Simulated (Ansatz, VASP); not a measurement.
**PbAuCl3: VASP beside Ansatz**

```xyz
5
Lattice="6.0328 0.0000 0.0000 -3.0164 5.2246 0.0000 0.0000 0.0000 5.3355" Properties=species:S:1:pos:R:3 pbc="T T T"
Pb    0.0000    0.0000    2.6677
Au    0.0000    0.0000    0.0000
Cl    3.0164    0.0000    0.0000
Cl   -1.5082    2.6123    0.0000
Cl    1.5082    2.6123    0.0000
```

Alike in both runs: functional PBE; k mesh 6 × 6 × 4; occupations gaussian, width 0.1 eV; no spin polarisation.

Ansatz relaxed the structure, and its values are those at the end. VASP's run is a single point on that final structure, the one shown.

```csv
,VASP,Ansatz
version,VASP 6.6.1,Ansatz 0.2.0
potentials or method,"VASP PAW PBE potentials, release 64 (Pb_d, Au, Cl), cutoff 520 eV","scalar-relativistic, plane waves, PAW"
valence electrons in the cell,46,54
```

```tsv
	VASP	Ansatz	Ansatz less VASP
gap on the k mesh at the Fermi level (eV)	none	none	-
pressure (GPa)	0.2	0.2	+0.06
```

A gap of «none» marks a metal or a gap that the smearing closes. VASP's potentials hold 46 valence electrons a cell and Ansatz's 54, so a difference there can come from the potentials and not from the codes.

Neither program's run includes spin-orbit coupling.
